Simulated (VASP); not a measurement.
# SrCl2 in VASP: further runs

SrCl2 is run at these levels: PBE; tasks: single point.

Everything below comes from runs of VASP 6.6.1. Logs are shortened: lines on timing, memory, paths and dates and some standing lists are left out, and cuts for length are marked.

## Step 1: The cell of the first run

It takes space group Fm-3m (No. 225, cubic). The conventional cell has a = 6.995 Å, b = 6.995 Å, c = 6.995 Å, α = 90.00°, β = 90.00°, γ = 90.00°. Sr (site symmetry m-3m) has 8 Cl at 3.03 Å within 4.0 Å. Cl (site symmetry -43m) has 4 Sr at 3.03 Å and 6 Cl at 3.50 Å within 4.0 Å.

## Step 2: Single point, PBE

Contents of INCAR:

```
SYSTEM = SrCl2
ALGO     = Normal         ! electronic algorithm
EDIFF    = 1E-6           ! SCF threshold, eV
ENCUT    = 520            ! plane-wave cutoff, eV
GGA      = PE             ! functional
ISIF     = 2              ! what is computed and relaxed
ISMEAR   = -1             ! smearing method
LASPH    = .TRUE.         ! aspherical terms in the spheres
LCHARG   = .FALSE.        ! write CHGCAR
LREAL    = .FALSE.        ! projectors in reciprocal space
LWAVE    = .FALSE.        ! write WAVECAR
NBANDS   = 19             ! bands
NELM     = 100            ! most SCF steps
PREC     = Accurate       ! precision mode
SIGMA    = 0.02           ! smearing width, eV
```

Contents of KPOINTS:

```
k-points
0
G
  6 6 6
  0 0 0
```

Contents of POSCAR:

```
SrCl2
1.0
    0.0000000000      3.4977180853      3.4977180853
    3.4977180853      0.0000000000      3.4977180853
    3.4977180853      3.4977180853      0.0000000000
Sr Cl
1 2
Direct
    0.0000000000      0.0000000000      0.0000000000
    0.2500000000      0.2500000000      0.2500000000
    0.7500000000      0.7500000000      0.7500000000
```

Potentials or basis: VASP PAW PBE potentials, release 64 (Sr_sv, Cl).

Started as:

```bash
> cat potpaw_PBE.64/Sr_sv/POTCAR potpaw_PBE.64/Cl/POTCAR > POTCAR
> mpirun -np 1 vasp_std > vasp.out
```

OUTCAR:

```text
SYSTEM = SrCl2
   EDIFF = 1E-6
   ENCUT = 520
   GGA = PE
   ISIF = 2
   ISMEAR = -1
   LASPH = .TRUE.
   LREAL = .FALSE.
   NELM = 100
   PREC = Accurate

 ion  position               nearest neighbor table
   1  0.000  0.000  0.000-   3 3.03   3 3.03   3 3.03   2 3.03   2 3.03   2 3.03   3 3.03   2 3.03

   2  0.250  0.250  0.250-   1 3.03   1 3.03   1 3.03   1 3.03
   3  0.750  0.750  0.750-   1 3.03   1 3.03   1 3.03   1 3.03

  LATTYP: Found a face centered cubic cell.
 ALAT       =     6.9954361706

  Lattice vectors:

 A1 = (   0.0000000000,   3.4977180853,   3.4977180853)
 A2 = (   3.4977180853,   0.0000000000,   3.4977180853)
 A3 = (   3.4977180853,   3.4977180853,   0.0000000000)

Analysis of symmetry for initial positions (statically):
=====================================================================
 Subroutine PRICEL returns:
 Original cell was already a primitive cell.

 Routine SETGRP: Setting up the symmetry group for a
 face centered cubic supercell.

 Subroutine GETGRP returns: Found 48 space group operations
 (whereof 48 operations were pure point group operations)
 out of a pool of 48 trial point group operations.

The static configuration has the point symmetry O_h .

Analysis of symmetry for dynamics (positions and initial velocities):
=====================================================================
 Subroutine PRICEL returns:
 Original cell was already a primitive cell.

 Routine SETGRP: Setting up the symmetry group for a
 face centered cubic supercell.

 Subroutine GETGRP returns: Found 48 space group operations
 (whereof 48 operations were pure point group operations)
 out of a pool of 48 trial point group operations.

The dynamic configuration has the point symmetry O_h .

 Subroutine INISYM returns: Found 48 space group operations
 (whereof 48 operations are pure point group operations),
 and found     1 'primitive' translations

----------------------------------------------------------------------------------------

                                     Primitive cell

  volume of cell :      85.5824

  direct lattice vectors                    reciprocal lattice vectors
     0.000000000  3.497718085  3.497718085    -0.142950343  0.142950343  0.142950343
     3.497718085  0.000000000  3.497718085     0.142950343 -0.142950343  0.142950343
[... 70 lines left out ...]
   ISTART =      0    job   : 0-new  1-cont  2-samecut
   ICHARG =      2    charge: 1-file 2-atom 10-const
   ISPIN  =      1    spin polarized calculation?
   LNONCOLLINEAR =      F non collinear calculations
   LSORBIT =      F    spin-orbit coupling
   LASPH  =      T    aspherical Exc in radial PAW
   ENCUT  =  520.0 eV  38.22 Ry    6.18 a.u.   9.20  9.20  9.20*2*pi/ulx,y,z
   NELM   =    100;   NELMIN=  2; NELMDL= -5     # of ELM steps
   EDIFF  = 0.1E-05   stopping-criterion for ELM
   LREAL  =      F    real-space projection
   EDIFFG = 0.1E-04   stopping-criterion for IOM
   NSW    =      0    number of steps for IOM
   IBRION =     -1    ionic relax: 0-MD 1-quasi-New 2-CG
   NFREE  =      0    steps in history (QN), initial steepest desc. (CG)
   ISIF   =      2    stress and relaxation
   ISYM   =      2    0-nonsym 1-usesym 2-fastsym
   POTIM  = 0.5000    time-step for ionic-motion
   TEBEG  =    0.0;   TEEND  =   0.0 temperature during run
   PSTRESS=    0.0 pullay stress
   NELECT =      24.0000    total number of electrons
   NUPDOWN=      -1.0000    fix difference up-down
   EMIN   =  10.00;   EMAX   =-10.00  energy-range for DOS
   EFERMI =   0.00;   METHOD = LEGACY
   ISMEAR =    -1;   SIGMA  =   0.02  broadening in eV -4-tet -1-fermi 0-gaus
   EFERMI_NEDOS =   21; number of points for ismear=-14 and -15
   IALGO  =     38    algorithm
   IMIX   =      4    mixing-type and parameters
     AMIX     =   0.40;   BMIX     =  1.00
     AMIX_MAG =   1.60;   BMIX_MAG =  1.00
  volume/ion in A,a.u.               =      28.53       192.51
  Fermi-wavevector in a.u.,A,eV,Ry     =   1.071562  2.024958 15.622809  1.148244
  Thomas-Fermi vector in A             =   2.207306
   LORBIT       =      0    0 simple, 1 ext, 2 COOP (PROOUT), +10 PAW based schemes
   GGA     = PE    functional components
[... 5 lines left out ...]
 non-spin polarized calculation
  energy-cutoff  :      520.00
  volume of cell :       85.58
 maximum number of plane-waves:      2332
 NGX is ok and might be reduce to    40
   NGX = 19   NGY = 19   NGZ = 19

 number of electron      24.0000002 magnetization

 Free energy of the ion-electron system (eV)
  ---------------------------------------------------
  ext. energy  EPLUGINS =         0.00000000
  ---------------------------------------------------
  free energy    TOTEN  =       -12.78650150 eV

  energy without entropy =      -12.78650150  energy(sigma->0) =      -12.78650150

 E-fermi :   0.5631     XC(G=0):  -8.2483

 val. band max:        0.1001040925   @ k =   0.5000   0.5000   0.0000
 cond. band min:       5.4071042010   @ k =   0.0000   0.0000   0.0000
 fundamental gap:      5.3070001085
 Fermi energy:         0.5631342329

 k-point     1 :       0.0000    0.0000    0.0000
  band No.  band energies     occupation
      1     -32.8135      2.00000
      2     -14.8016      2.00000
      3     -14.8016      2.00000
      4     -14.8016      2.00000
      5     -13.1803      2.00000
      6     -12.3467      2.00000
[... 329 lines left out ...]
      6     -12.4916      2.00000
[... 11 lines left out ...]
     18       9.5975      0.00000
     19      10.0599      0.00000

------------------------ aborting loop because EDIFF is reached ----------------------------------------

  FORCE on cell =-STRESS in cart. coord.  units (eV):
  Direction    XX          YY          ZZ          XY          YZ          ZX
  --------------------------------------------------------------------------------------
  -------------------------------------------------------------------------------------
  Total        0.4115674      0.4115674      0.4115674      0.0000000     -0.0000000      0.0000000
  in kB        7.7049024      7.7049024      7.7049024      0.0000000     -0.0000000      0.0000000
  external PRESSURE =       7.7049024 kB  Pullay stress =       0.0000000 kB

 VOLUME and BASIS-vectors are now :
 -----------------------------------------------------------------------------
  energy-cutoff  :      520.00
  volume of cell :       85.58
      direct lattice vectors                 reciprocal lattice vectors
     0.000000000  3.497718085  3.497718085    -0.142950343  0.142950343  0.142950343
     3.497718085  0.000000000  3.497718085     0.142950343 -0.142950343  0.142950343
     3.497718085  3.497718085  0.000000000     0.142950343  0.142950343 -0.142950343

 POSITION                                       TOTAL-FORCE (eV/Angst)
 -----------------------------------------------------------------------------------
      0.00000      0.00000      0.00000        -0.000000     -0.000000     -0.000000
      1.74886      1.74886      1.74886         0.000000     -0.000000     -0.000000
      5.24658      5.24658      5.24658         0.000000      0.000000      0.000000
 -----------------------------------------------------------------------------------
    total drift:                               -0.000000     -0.000000      0.000000

  FREE ENERGIE OF THE ION-ELECTRON SYSTEM (eV)
  ---------------------------------------------------
  free  energy   TOTEN  =       -12.7865015007 eV

  energy  without entropy=      -12.7865015007  energy(sigma->0) =      -12.78650150
```

It took 53 s on 1 thread of Intel Xeon 8259CL, shared host; peak memory 0.24 GiB.

Results:

* Free energy: -12.7865 eV
* Pressure: 0.8 GPa
* Band gap on the k mesh: 5.31 eV (least direct gap 5.51 eV)

Levels at points of the mesh, in eV from the valence-band top:
| k point | band 8 | band 9 | band 10 | band 11 | band 12 | band 13 | band 14 | band 15 | band 16 | band 17 |
| --- | --- | --- | --- | --- | --- | --- | --- | --- | --- | --- |
| (0.00, 0.00, 0.00) | -2.10 | -2.10 | -0.33 | -0.33 | -0.33 | 5.31 | 6.10 | 6.10 | 9.02 | 9.02 |
| (0.50, 0.00, 0.00) | -1.54 | -1.48 | -1.30 | -1.04 | -1.04 | 6.70 | 6.70 | 7.48 | 7.86 | 8.58 |
| (0.50, 0.50, 0.00) | -1.86 | -1.86 | -0.40 | -0.40 | 0.00 | 5.51 | 7.02 | 7.58 | 7.98 | 7.98 |

Caveat: the structure was generated, so it needn't be the stable form of SrCl2. A k mesh can miss the band edges.

## Step 3: Single point, PBE (epitaxial xy strain -2.0%)

Contents of INCAR:

```
PREC = Accurate
ENCUT = 520
EDIFF = 1E-6
ISMEAR = -1
SIGMA = 0.02
LREAL = F
LASPH = T
NELM = 60
ALGO = Normal
ISIF = 2
LWAVE = F
LCHARG = F
GGA = PE
NBANDS = 19
```

Contents of KPOINTS:

```
regular mesh
0
Gamma
  6 6 6
```

Contents of POSCAR:

```
SrCl2
1.0
    0.0000000000      3.4277637235      3.5341087098
    3.4277637235      0.0000000000      3.5341087098
    3.4277637235      3.4277637235      0.0000000000
Sr Cl
1 2
Direct
    0.0000000000      0.0000000000      0.0000000000
    0.2500000000      0.2500000000      0.2500000000
    0.7500000000      0.7500000000      0.7500000000
```

Potentials or basis: VASP PAW PBE potentials, release 64 (Sr_sv, Cl).

Started as:

```bash
> cat potpaw_PBE.64/Sr_sv/POTCAR potpaw_PBE.64/Cl/POTCAR > POTCAR
> mpirun -np 1 vasp_std > vasp.out
```

Wall time 70 s (1 thread of Intel Xeon 8259CL, shared host); peak memory 0.25 GiB.

It converged, with:

* Free energy: -12.7558 eV
* Pressure: 2.0 GPa
* Band gap on the k mesh: 5.31 eV (least direct gap 5.42 eV)

Stress tensor (GPa, compression positive):
```
2.50 0.00 0.00
0.00 2.50 0.00
0.00 0.00 0.89
```

Levels at points of the mesh, in eV from the valence-band top:
```
           k point  band 10  band 11  band 12  band 13  band 14  band 15
(0.00, 0.00, 0.00)    -0.57    -0.33    -0.33     5.31     5.96     6.12
(0.50, 0.00, 0.00)    -1.43    -1.15    -1.13     6.63     6.69     7.50
(0.50, 0.50, 0.00)    -0.43    -0.43    -0.19     5.42     6.87     7.59
(0.50, 0.00, 0.50)    -0.64    -0.37     0.00     5.42     7.11     7.59
```

Caveat: the cell differs from its parent crystal (epitaxial xy strain -2.0%); the structure was generated, so it needn't be the stable form of SrCl2.
